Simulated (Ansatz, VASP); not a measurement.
**HgTe in VASP and in Ansatz**

```
Hg Te
1.0
     4.87683    0.00000    0.00000
    -2.43842    4.22346    0.00000
     0.00000    0.00000    7.29800
Hg Te
2 2
Direct
  0.33333 0.66667 0.25000
  0.66667 0.33333 0.75000
  0.66667 0.33333 0.25000
  0.33333 0.66667 0.75000
```

Alike in both runs: task single point; functional PBE; k mesh 6 × 6 × 4; occupations fermi-dirac, width 0.02 eV; no spin polarisation.

|  | VASP | Ansatz |
| --- | --- | --- |
| version | VASP 6.6.1 | Ansatz 0.2.0 |
| potentials or method | VASP PAW PBE potentials, release 64 (Hg, Te) | plane waves, PAW |
| plane-wave cutoff (eV) | 520 | 420 |
| valence electrons in the cell | 36 | 72 |

```tsv
	VASP	Ansatz	Ansatz less VASP
pressure (GPa)	0.0	0.0	-0.05
```

VASP's potentials hold 36 valence electrons a cell and Ansatz's 72, so a difference there can come from the potentials and not from the codes.

Neither program's run includes spin-orbit coupling.
